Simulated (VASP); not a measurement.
Write the native input for VASP 6.6.1 that does the following.

| Quantity | Value |
| --- | --- |
| Task | single point |
| Functional | LDA |
| Potentials or basis | VASP PAW LDA potentials, release 64 (Al, Ga_d, N) |
| Cutoff | 520 eV |
| k mesh | 6 × 6 × 6 |
| Occupations | gaussian, width 0.05 eV |
| Spin | no spin polarisation |
| Dipole correction | no |
| Further INCAR settings | ALGO = Normal; EDIFF = 1e-07; NBANDS = 41 |

The structure of AlGa3N4 lies in POSCAR:

```
AlGa3N4
1.0
    4.5011751195     -0.2643264892     -0.2643264892
   -0.2643264892      4.5011751195     -0.2643264892
   -0.2643264892     -0.2643264892      4.5011751195
Al Ga N
1 3 4
Direct
    0.0000000000      0.0000000000      0.0000000000
    0.5000000000      0.5000000000      0.0000000000
    0.5000000000      0.0000000000      0.5000000000
    0.0000000000      0.5000000000      0.5000000000
    0.7548078379      0.7548078379      0.2451921621
    0.7548078379      0.2451921621      0.7548078379
    0.2451921621      0.7548078379      0.7548078379
    0.2451921621      0.2451921621      0.2451921621
```

These files were run (other wordings do the same):

INCAR

```
SYSTEM = AlGa3N4
PREC = Accurate ; ENCUT = 520
EDIFF = 1E-7 ; ISMEAR = 0
SIGMA = 0.05 ; LREAL = .False.
LASPH = .True. ; NELM = 80
ALGO = Normal ; ISIF = 2
LWAVE = .False. ; LCHARG = .True.
GGA = CA ; LELF = .True.
LVHAR = .True. ; NBANDS = 41
```

KPOINTS

```
regular mesh
0
Gamma
  6 6 6
  0 0 0
```

Potentials or basis: VASP PAW LDA potentials, release 64 (Al, Ga_d, N).

Command:

```console
$ cat potpaw_LDA.64/Al/POTCAR potpaw_LDA.64/Ga_d/POTCAR potpaw_LDA.64/N/POTCAR > POTCAR
$ mpirun -np 1 vasp_std > vasp.out
```

Results of the run:

```
Pressure               : 3.5 GPa
Largest force          : 3.633 eV/Å
Band gap on the k mesh : 1.55 eV
```

Caveat: the cell stands under pressure; forces of over 1 eV/Å act on the atoms, so gaps and moduli don't describe the material at rest.

Run time: 2.6 min on 1 thread of Intel Xeon 8259CL, on a shared host, peak memory 0.23 GiB.
